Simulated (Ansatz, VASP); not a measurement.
## Mg9O8 in VASP and in Ansatz

```
CELL_PARAMETERS angstrom
0.00000 4.01100 4.01100
4.01100 0.00000 4.01100
4.01100 4.01100 0.00000
ATOMIC_POSITIONS crystal
Mg 0.97335 0.00818 0.00965
Mg 0.98667 0.03500 0.48938
Mg 0.98545 0.48966 0.03536
Mg 0.98606 0.48936 0.48963
Mg 0.48851 0.00283 0.00140
Mg 0.48842 0.00255 0.50767
Mg 0.48872 0.50716 0.00196
Mg 0.62587 0.45689 0.45939
Mg 0.20263 0.59885 0.59941
O 0.25396 0.24894 0.24862
O 0.21047 0.23170 0.77882
O 0.21227 0.77861 0.23162
O 0.21172 0.77902 0.77781
O 0.75043 0.24036 0.24091
O 0.75122 0.24001 0.76867
O 0.74939 0.76848 0.24127
O 0.76796 0.74439 0.74373
```

Alike in both runs: functional LDA; k mesh 2 × 2 × 2; occupations fermi-dirac, width 0.02 eV; no spin polarisation.

Ansatz relaxed the structure, and its values are those at the end. VASP's run is a single point on that final structure, the one shown.

|  | VASP | Ansatz |
| --- | --- | --- |
| version | VASP 6.6.1 | Ansatz 0.2.0 |
| potentials or method | VASP PAW LDA potentials, release 64 (Mg, O), cutoff 520 eV | scalar-relativistic, plane waves, PAW |
| valence electrons in the cell | 66 | 138 |

Ansatz gave:

```
rms of the force components (eV/Å) : 0.012
```

**Question.** What did VASP give for the same quantities?

**Answer.** rms of the force components (eV/Å): 0.053.

Ansatz warns that its potentials were made for another functional, while VASP's fit it. LDA's correlation is that of Perdew and Zunger in VASP and of Perdew and Wang (1992) in Ansatz. VASP's potentials hold 66 valence electrons a cell and Ansatz's 138, so a difference there can come from the potentials and not from the codes.

The k mesh is coarse, so the values compare programs but aren't converged.
